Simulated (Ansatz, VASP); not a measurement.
One calculation of MgCdSe, two programs

```
Mg Cd Se
1.0
     4.72565    0.00000    0.00000
    -2.36282    4.09253    0.00000
     0.00000    0.00000    3.71822
Mg Cd Se
1 1 1
Direct
  0.66667 0.33333 0.50000
  0.33333 0.66667 0.00000
  0.00000 0.00000 0.00000
```

Change from the starting cell: species swapped into the PrNiAs type (P-6m2, No. 187).

Alike in both runs: functional PBE; k mesh 12 × 12 × 12; occupations gaussian, width 0.1 eV; no spin polarisation.

Ansatz relaxed the structure, and its values are those at the end. VASP's run is a single point on that final structure, the one shown.

```csv
,VASP,Ansatz
version,VASP 6.6.1,Ansatz 0.2.0
potentials or method,"VASP PAW PBE potentials, release 64 (Mg, Cd, Se), cutoff 520 eV","scalar-relativistic, plane waves, PAW"
valence electrons in the cell,20,46
```

Ansatz gave:

```
gap on the k mesh at the Fermi level (eV) : none
pressure (GPa)                            : 0.0
```

**Question.** What did VASP give for the same quantities?

**Answer.** gap on the k mesh at the Fermi level (eV): none; pressure (GPa): 0.1.

A gap of «none» marks a metal or a gap that the smearing closes. VASP's potentials hold 20 valence electrons a cell and Ansatz's 46, so a difference there can come from the potentials and not from the codes.
